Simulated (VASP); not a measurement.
Input of a VASP 6.6.1 run:

File INCAR:

```
  PREC = Accurate
  ENCUT = 520
  EDIFF = 1E-6
  ISMEAR = 0
  SIGMA = 0.15
  LREAL = False
  LASPH = True
  NELM = 80
  ALGO = Fast
  ISIF = 2
  LWAVE = False
  LCHARG = False
  GGA = PE
  NBANDS = 68
```

KPOINTS

```
Automatic mesh
0
Gamma
  6 6 6
```

File POSCAR:

```
Ge8N
1.0
    5.7615827908      0.0000000000      0.0000000000
    0.0000000000     -5.7615827908      0.0000000000
    0.0000000000      0.0000000000     -5.7615827908
Ge N
8 1
Direct
    0.5000000000      0.0000000000      0.0000000000
    0.0000000000      0.5000000000      0.0000000000
    0.0000000000      0.0000000000      0.5000000000
    0.5000000000      0.5000000000      0.5000000000
    0.7500000000      0.7500000000      0.7500000000
    0.2500000000      0.2500000000      0.7500000000
    0.2500000000      0.7500000000      0.2500000000
    0.7500000000      0.2500000000      0.2500000000
    0.8333333333      0.5000000000      0.7500000000
```

Potentials or basis: VASP PAW PBE potentials, release 64 (Ge_d, N).

The run is started by

```console
$ cat potpaw_PBE.64/Ge_d/POTCAR potpaw_PBE.64/N/POTCAR > POTCAR
$ mpirun -np 1 vasp_std > vasp.out
```

**Question.** What does it give for the band gap on the k mesh?

**Answer.** Zero (an odd number of electrons rules out a gap without spin polarisation).

**Question.** Predict the largest force.

**Answer.** 15.175 eV/Å.

**Question.** Estimate the pressure.

**Answer.** 11.7 GPa.

Stress tensor (GPa, compression positive):
```
 8.06  7.42 -4.95
 7.42 19.61 -2.74
-4.95 -2.74  7.33
```

Caveat: an odd number of electrons without spin polarisation forces a metal; a magnetic or distorted state may lie lower.
